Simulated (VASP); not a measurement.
# WS2 in VASP: a series of runs

Runs on WS2. Level: PBE+D3(BJ). Tasks: single point.

Program: VASP 6.6.1. These are calculated values, not measurements. Logs are shortened: lines on timing, memory, paths and dates and some standing lists are left out, and cuts for length are marked.

**1. The cell of the first run**

The cell holds a slab with vacuum, 6 atoms: a = 3.160 Å, b = 3.160 Å, c = 23.804 Å, α = 90.00°, β = 90.00°, γ = 120.00°.

**2. Single point, PBE+D3(BJ)**

The input, INCAR:

```
PREC = Accurate
ENCUT = 520
EDIFF = 1E-7
ISMEAR = 0
SIGMA = 0.05
LREAL = False
LASPH = True
NELM = 100
ALGO = Normal
ISIF = 2
LWAVE = False
LCHARG = False
LDIPOL = True
IDIPOL = 3
DIPOL = 0.5 0.5 0.383
GGA = PE
IVDW = 12
ISYM = 0
NBANDS = 35
```

The input, KPOINTS:

```
Automatic mesh
0
Gamma
  9 9 1
  0.5 0.5 0
```

The input, POSCAR:

```
WS2
1.0
    3.1595457497      0.0000000000      0.0000000000
   -1.5797728749      2.7362468836      0.0000000000
    0.0000000000      0.0000000000     23.8042575719
S W
4 2
Direct
    0.3333333333      0.6666666667      0.1890418126
    0.3333333333      0.6666666667      0.3214605103
    0.3333333333      0.6666666667      0.4449678279
    0.3333333333      0.6666666667      0.5773865255
    0.6666666667      0.3333333333      0.2552511581
    0.0000000000      1.0000000000      0.5111771733
```

Potentials or basis: VASP PAW PBE potentials, release 64 (S, W_sv).

Command:

```sh
> cat potpaw_PBE.64/S/POTCAR potpaw_PBE.64/W_sv/POTCAR > POTCAR
> mpirun -np 1 vasp_std > vasp.out
```

OUTCAR:

```text
PREC = Accurate
   ENCUT = 520
   EDIFF = 1E-7
   ISMEAR = 0
   LREAL = False
   LASPH = True
   NELM = 100
   ISIF = 2
   GGA = PE
   IVDW = 12
   ISYM = 0
 IVDW          = 12

 ion  position               nearest neighbor table
   1  0.333  0.667  0.189-   5 2.41   5 2.41   5 2.41
   2  0.333  0.667  0.321-   5 2.41   5 2.41   5 2.41
   3  0.333  0.667  0.445-   6 2.41   6 2.41   6 2.41
   4  0.333  0.667  0.577-   6 2.41   6 2.41   6 2.41
   5  0.667  0.333  0.255-   1 2.41   1 2.41   1 2.41   2 2.41   2 2.41   2 2.41
   6  0.000  0.000  0.511-   3 2.41   3 2.41   3 2.41   4 2.41   4 2.41   4 2.41

IMPORTANT INFORMATION: All symmetrisations will be switched off!
NOSYMM: (Re-)initialisation of all symmetry stuff for point group C_1.

----------------------------------------------------------------------------------------

                                     Primitive cell

  volume of cell :     205.7949

  direct lattice vectors                    reciprocal lattice vectors
     3.159545750  0.000000000  0.000000000     0.316501193  0.182732049  0.000000000
    -1.579772875  2.736246884  0.000000000     0.000000000  0.365464098  0.000000000
     0.000000000  0.000000000 23.804257572     0.000000000  0.000000000  0.042009292

  length of vectors
     3.159545750  3.159545750 23.804257572     0.365464098  0.365464098  0.042009292

  position of ions in fractional coordinates (direct lattice)
     0.333333333  0.666666667  0.189041813
     0.333333333  0.666666667  0.321460510
     0.333333333  0.666666667  0.444967828
     0.333333333  0.666666667  0.577386526
     0.666666667  0.333333333  0.255251158
     0.000000000  0.000000000  0.511177173

  ion indices of the primitive-cell ions
   primitive index   ion index
                 1           1
                 2           2
                 3           3
                 4           4
                 5           5
                 6           6

----------------------------------------------------------------------------------------

 KPOINTS: Automatic mesh

Automatic generation of k-mesh.
 Grid dimensions read from file:
 generate k-points for:    9    9    1

 Generating k-lattice:

  Cartesian coordinates                     Fractional coordinates (reciprocal lattice)
     0.035166799  0.020303561  0.000000000     0.111111111 -0.000000000  0.000000000
     0.000000000  0.040607122  0.000000000     0.000000000  0.111111111  0.000000000
     0.000000000  0.000000000  0.042009292     0.000000000  0.000000000  1.000000000

  Length of vectors
     0.040607122  0.040607122  0.042009292

  Shift w.r.t. Gamma in fractional coordinates (k-lattice)
     0.500000000  0.500000000  0.000000000

 Subroutine IBZKPT returns following result:
 ===========================================

 Found    123 irreducible k-points:

 Following reciprocal coordinates:
            Coordinates               Weight
  0.055556  0.055556  0.000000      2.000000
 -0.055556  0.111111  0.000000      2.000000
 -0.111111  0.055556  0.000000      2.000000
  0.166667  0.055556  0.000000      2.000000
 -0.055556  0.222222  0.000000      2.000000
 -0.222222  0.166667  0.000000      2.000000
[... 16 lines left out ...]
 -0.055556 -0.444444  0.000000      2.000000
  0.444444  0.500000  0.000000      2.000000
 [... further k-points ...]
   k-points           NKPTS =    123   k-points in BZ     NKDIM =    123   number of bands    NBANDS=     35
   number of dos      NEDOS =    301   number of ions     NIONS =      6
   total plane-waves  NPLWV = 103680
   dimension x,y,z NGX =    24 NGY =   24 NGZ =  180
   dimension x,y,z NGXF=    48 NGYF=   48 NGZF=  360
   ions per type =               4   2
   NGX,Y,Z   is equivalent  to a cutoff of  12.63, 12.63, 12.57 a.u.
   NGXF,Y,Z  is equivalent  to a cutoff of  25.26, 25.26, 25.14 a.u.
 SYSTEM =  unknown system
   PREC   = accura    normal or accurate (medium, high low for compatibility)
   ISTART =      0    job   : 0-new  1-cont  2-samecut
   ICHARG =      2    charge: 1-file 2-atom 10-const
   ISPIN  =      1    spin polarized calculation?
   LNONCOLLINEAR =      F non collinear calculations
   LSORBIT =      F    spin-orbit coupling
   LASPH  =      T    aspherical Exc in radial PAW
   ENCUT  =  520.0 eV  38.22 Ry    6.18 a.u.   5.87  5.87 44.26*2*pi/ulx,y,z
   NELM   =    100;   NELMIN=  2; NELMDL= -5     # of ELM steps
   EDIFF  = 0.1E-06   stopping-criterion for ELM
   LREAL  =      F    real-space projection
   EDIFFG = 0.1E-05   stopping-criterion for IOM
   NSW    =      0    number of steps for IOM
   IBRION =     -1    ionic relax: 0-MD 1-quasi-New 2-CG
   NFREE  =      0    steps in history (QN), initial steepest desc. (CG)
   ISIF   =      2    stress and relaxation
   ISYM   =      0    0-nonsym 1-usesym 2-fastsym
   POTIM  = 0.5000    time-step for ionic-motion
   TEBEG  =    0.0;   TEEND  =   0.0 temperature during run
   PSTRESS=    0.0 pullay stress
   NELECT =      52.0000    total number of electrons
   NUPDOWN=      -1.0000    fix difference up-down
   EMIN   =  10.00;   EMAX   =-10.00  energy-range for DOS
   EFERMI =   0.00;   METHOD = LEGACY
   ISMEAR =     0;   SIGMA  =   0.05  broadening in eV -4-tet -1-fermi 0-gaus
   EFERMI_NEDOS =   21; number of points for ismear=-14 and -15
   IALGO  =     38    algorithm
   IMIX   =      4    mixing-type and parameters
     AMIX     =   0.40;   BMIX     =  1.00
     AMIX_MAG =   1.60;   BMIX_MAG =  1.00
  volume/ion in A,a.u.               =      34.30       231.46
  Fermi-wavevector in a.u.,A,eV,Ry     =   1.034978  1.955825 14.574279  1.071179
  Thomas-Fermi vector in A             =   2.169299
   LORBIT       =      0    0 simple, 1 ext, 2 COOP (PROOUT), +10 PAW based schemes
   GGA     = PE    functional components
   LHFCALC =     F    Hartree Fock is set to
   AEXX    =    0.0000 exact exchange contribution
   IVDW    =    12    specifies the selected vdW correction
   LEPSILON=     F    determine dielectric tensor
   LRPA    =     F    only Hartree local field effects (RPA)
 non-spin polarized calculation
 Gauss-broadening in eV      SIGMA  =   0.05
  energy-cutoff  :      520.00
  volume of cell :      205.79
 maximum number of plane-waves:      5576
   NGX = 11   NGY = 11   NGZ = 89

 dipolmoment           0.000000      0.000000     -0.000006 electrons x Angstroem

 number of electron      51.9999994 magnetization

 dipolmoment           0.000000      0.000000      0.000004 electrons x Angstroem

 Free energy of the ion-electron system (eV)
  ---------------------------------------------------
  ext. energy  EPLUGINS =         0.00000000
  ---------------------------------------------------
  free energy    TOTEN  =       -47.05267976 eV

  energy without entropy =      -47.05267976  energy(sigma->0) =      -47.05267976

 E-fermi :   1.7370     XC(G=0):  -6.0778

 val. band max:        1.3629418157   @ k =  -0.0556   0.0556   0.0000
 cond. band min:       2.5782385444   @ k =   0.1667   0.1667   0.0000
 fundamental gap:      1.2152967287
 Fermi energy:         1.7370320780

 k-point     1 :       0.0556    0.0556    0.0000
  band No.  band energies     occupation
      1     -73.1791      2.00000
      2     -73.1791      2.00000
      3     -37.4343      2.00000
      4     -37.4343      2.00000
      5     -37.2877      2.00000
      6     -37.2877      2.00000
[... 27 lines left out ...]
     34       4.1038      0.00000
     35       6.1799      0.00000

 k-point     2 :      -0.0556    0.1111    0.0000
  band No.  band energies     occupation
      1     -73.1791      2.00000
      2     -73.1791      2.00000
      3     -37.4343      2.00000
      4     -37.4343      2.00000
      5     -37.2877      2.00000
      6     -37.2877      2.00000
[... 27 lines left out ...]
     34       4.1038      0.00000
     35       6.1799      0.00000

 k-point     3 :      -0.1111    0.0556    0.0000
  band No.  band energies     occupation
      1     -73.1791      2.00000
      2     -73.1791      2.00000
      3     -37.4343      2.00000
      4     -37.4343      2.00000
      5     -37.2877      2.00000
      6     -37.2877      2.00000
[... 27 lines left out ...]
     34       4.1038      0.00000
     35       6.1799      0.00000

 k-point     4 :       0.1667    0.0556    0.0000
  band No.  band energies     occupation
      1     -73.1744      2.00000
      2     -73.1743      2.00000
      3     -37.4173      2.00000
      4     -37.4173      2.00000
      5     -37.3795      2.00000
      6     -37.3795      2.00000
[... 27 lines left out ...]
     34       4.7997      0.00000
     35       6.8025      0.00000

 k-point     5 :      -0.0556    0.2222    0.0000
  band No.  band energies     occupation
      1     -73.1744      2.00000
      2     -73.1743      2.00000
      3     -37.4173      2.00000
      4     -37.4173      2.00000
      5     -37.3795      2.00000
      6     -37.3795      2.00000
[... 638 lines left out ...]
 k-point    22 :       0.5000    0.0556    0.0000
  band No.  band energies     occupation
      1     -73.1623      2.00000
      2     -73.1623      2.00000
      3     -37.6055      2.00000
      4     -37.6055      2.00000
      5     -37.3740      2.00000
      6     -37.3740      2.00000
[... 27 lines left out ...]
     34       5.5042      0.00000
     35       5.8596      0.00000

 k-point    23 :      -0.0556   -0.4444    0.0000
  band No.  band energies     occupation
      1     -73.1623      2.00000
      2     -73.1623      2.00000
      3     -37.6055      2.00000
      4     -37.6055      2.00000
      5     -37.3740      2.00000
      6     -37.3740      2.00000
[... 27 lines left out ...]
     34       5.5042      0.00000
     35       5.8596      0.00000

 k-point    24 :       0.4444    0.5000    0.0000
  band No.  band energies     occupation
      1     -73.1623      2.00000
      2     -73.1623      2.00000
      3     -37.6055      2.00000
      4     -37.6055      2.00000
      5     -37.3740      2.00000
      6     -37.3740      2.00000
[... 27 lines left out ...]
     34       5.5042      0.00000
     35       5.8596      0.00000

 [... further k-points ...]

------------------------ aborting loop because EDIFF is reached ----------------------------------------

 vacuum level on the upper side and lower side of the slab       (xc-potential included)        -0.114        -0.116

 Edisp (eV)   -2.21262

 E8    (eV) :    -0.9606

  FORCE on cell =-STRESS in cart. coord.  units (eV):
  Direction    XX          YY          ZZ          XY          YZ          ZX
  --------------------------------------------------------------------------------------
  -------------------------------------------------------------------------------------
  Total      -0.23536    -0.23536     1.95277     0.00000    -0.00000     0.00000
  in kB      -1.83235    -1.83235    15.20296     0.00001    -0.00000     0.00000
  external pressure =        3.85 kB  Pullay stress =        0.00 kB

 VOLUME and BASIS-vectors are now :
 -----------------------------------------------------------------------------
  energy-cutoff  :      520.00
  volume of cell :      205.79
      direct lattice vectors                 reciprocal lattice vectors
     3.159545750  0.000000000  0.000000000     0.316501193  0.182732049  0.000000000
    -1.579772875  2.736246884  0.000000000     0.000000000  0.365464098  0.000000000
     0.000000000  0.000000000 23.804257572     0.000000000  0.000000000  0.042009292

 POSITION                                       TOTAL-FORCE (eV/Angst)
 -----------------------------------------------------------------------------------
     -0.00000      1.82416      4.50000         0.000000      0.000000     -0.003618
     -0.00000      1.82416      7.65213         0.000000     -0.000000     -0.604558
     -0.00000      1.82416     10.59213        -0.000000      0.000000      0.604549
     -0.00000      1.82416     13.74426        -0.000000     -0.000000      0.003661
      1.57977      0.91208      6.07606        -0.000000      0.000000     -0.036156
      0.00000      0.00000     12.16819        -0.000000     -0.000000      0.036122
 -----------------------------------------------------------------------------------
    total drift:                               -0.000000      0.000000     -0.000023

  FREE ENERGIE OF THE ION-ELECTRON SYSTEM (eV)
  ---------------------------------------------------
  free  energy   TOTEN  =       -49.2653013592 eV

  energy  without entropy=      -49.2653013592  energy(sigma->0) =      -49.26530136

 vacuum level on the upper side and lower side of the slab         6.397         6.396
```

Run time: 15 min. Hardware: 1 thread of Intel Xeon Platinum 8375C at 2.90GHz (Ice Lake), shared host; peak memory 0.81 GiB.

What came out:

| Quantity | Value |
| --- | --- |
| Free energy | -49.2653 eV |
| Largest force | 0.605 eV/Å |
| Band gap on the k mesh | 1.22 eV, indirect (least direct gap 2.05 eV) |
| Dispersion energy per atom | -0.369 eV |

Forces on the atoms (eV/Å):
```
S    0.000  0.000 -0.004
S    0.000  0.000 -0.605
S    0.000  0.000  0.605
S    0.000  0.000  0.004
W    0.000  0.000 -0.036
W    0.000  0.000  0.036
```

Caveat: spin-orbit coupling is left out, which moves the levels of the heavy elements.

**3. Single point, PBE+D3(BJ)**

The input, INCAR:

```
PREC     = Accurate       # precision mode
ENCUT    = 520            # plane-wave cutoff, eV
EDIFF    = 1E-6           # SCF threshold, eV
ISMEAR   = 0              # smearing method
SIGMA    = 0.05           # smearing width, eV
LREAL    = False          # projectors in reciprocal space
LASPH    = True           # aspherical terms in the spheres
NELM     = 100            # most SCF steps
ALGO     = Normal         # electronic algorithm
ISIF     = 2              # what is computed and relaxed
LWAVE    = False          # write WAVECAR
LCHARG   = True           # write CHGCAR
LDIPOL   = True         
IDIPOL   = 3            
DIPOL    = 0.5 0.5 0.383
GGA      = PE             # functional
IVDW     = 12             # dispersion correction
LELF     = True           # ELF
LVHAR    = True         
LVACPOTAV= True         
NBANDS   = 35             # bands
```

The input, KPOINTS:

```
Automatic mesh
0
Gamma
  9 9 1
```

POSCAR is that of step 2.

Potentials or basis: VASP PAW PBE potentials, release 64 (S, W_sv).

Command:

```sh
> cat potpaw_PBE.64/S/POTCAR potpaw_PBE.64/W_sv/POTCAR > POTCAR
> mpirun -np 1 vasp_std > vasp.out
```

Wall time 4 min (1 thread of AMD EPYC 7R43 (Zen 3), shared host); peak memory 0.29 GiB.

It converged, with:

```
Free energy                : -49.2648 eV
Largest force              : 0.604 eV/Å
Band gap on the k mesh     : 1.26 eV, indirect (least direct gap 1.93 eV)
Dispersion energy per atom : -0.369 eV
```

Forces on the atoms (eV/Å):
```
S    0.000  0.000 -0.004
S    0.000  0.000 -0.604
S    0.000  0.000  0.604
S    0.000  0.000  0.004
W    0.000  0.000 -0.036
W    0.000  0.000  0.036
```

Levels at points of the mesh, in eV from the valence-band top:
```
           k point  band 23  band 24  band 25  band 26  band 27  band 28  band 29  band 30
(0.00, 0.00, 0.00)    -2.15    -2.15    -1.00     0.00     2.21     2.21     2.36     2.36
```

Caveat: spin-orbit coupling is left out, which moves the levels of the heavy elements.

(Part 1 of 2 ends here.)
